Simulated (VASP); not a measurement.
Here is a VASP 6.6.1 calculation.

File INCAR:

```
SYSTEM = TaN
PREC = Accurate
ENCUT = 520
EDIFF = 1E-7
ISMEAR = 0
SIGMA = 0.15
LREAL = .False.
LASPH = .True.
NELM = 80
ALGO = Normal
ISIF = 2
LWAVE = .False.
LCHARG = .False.
GGA = PE
NBANDS = 24
```

The input KPOINTS:

```
regular mesh
0
Gamma
  14 14 10
  0 0 0
```

POSCAR

```
TaN
1.0
    0.0000000000     -2.2081122572     -2.2081122572
    0.0000000000      2.2081122572     -2.2081122572
    4.4162245144      0.0000000000      0.0000000000
Ta N
2 2
Direct
    0.5242747680      0.4757252320     -0.0068336334
   -0.0242747680      0.0242747680      0.5068336334
    0.4729406873      0.5270593127      0.4845569446
    0.0270593127     -0.0270593127      0.0154430554
```

Potentials or basis: VASP PAW PBE potentials, release 64 (Ta_pv, N).

The run is started by

```console
$ cat potpaw_PBE.64/Ta_pv/POTCAR potpaw_PBE.64/N/POTCAR > POTCAR
$ mpirun -np 1 vasp_std > vasp.out
```

Q: Predict the band gap on the k mesh.

A: Zero (band 16 reaches 10.93 eV, above the bottom of band 17 at 7.50 eV).

Q: Estimate the pressure.

A: 1.0 GPa.

Q: Estimate the largest force.

A: 0.936 eV/Å.

Forces on the atoms (eV/Å):
```
Ta  -0.909 -0.222  0.000
Ta   0.909  0.222  0.000
N    0.048 -0.101  0.000
N   -0.048  0.101  0.000
```

Caveat: the cell differs from its parent crystal (mode 1 frozen in at -0.068 Å and mode 2 at -0.119 Å (largest displacements)); spin-orbit coupling is left out, which moves the levels of the heavy elements.
